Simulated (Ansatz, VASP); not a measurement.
Two plane-wave programs on Sc

```xyz
2
Lattice="3.2253 0.0000 0.0000 -1.6126 2.7932 0.0000 0.0000 0.0000 5.0311" Properties=species:S:1:pos:R:3 pbc="T T T"
Sc    0.0000    1.8621    1.2578
Sc    1.6126    0.9311    3.7733
```

Alike in both runs: functional LDA; k mesh 21 × 21 × 12; occupations fermi-dirac, width 0.15 eV; no spin polarisation.

Ansatz relaxed the structure, and its values are those at the end. VASP's run is a single point on that final structure, the one shown.

|  | VASP | Ansatz |
| --- | --- | --- |
| version | VASP 6.6.1 | Ansatz 0.2.0 |
| potentials or method | VASP PAW LDA potentials, release 64 (Sc_sv), cutoff 520 eV | scalar-relativistic, plane waves, PAW |
| valence electrons in the cell | 22 | 22 |

Ansatz gave:

```
gap on the k mesh at the Fermi level (eV) : none
pressure (GPa)                            : 0.0
```

Q: What did VASP give for the same quantities?

A: gap on the k mesh at the Fermi level (eV): none; pressure (GPa): 0.1.

Ansatz warns that its potentials were made for another functional, while VASP's fit it. LDA's correlation is that of Perdew and Zunger in VASP and of Perdew and Wang (1992) in Ansatz. A gap of «none» marks a metal or a gap that the smearing closes.
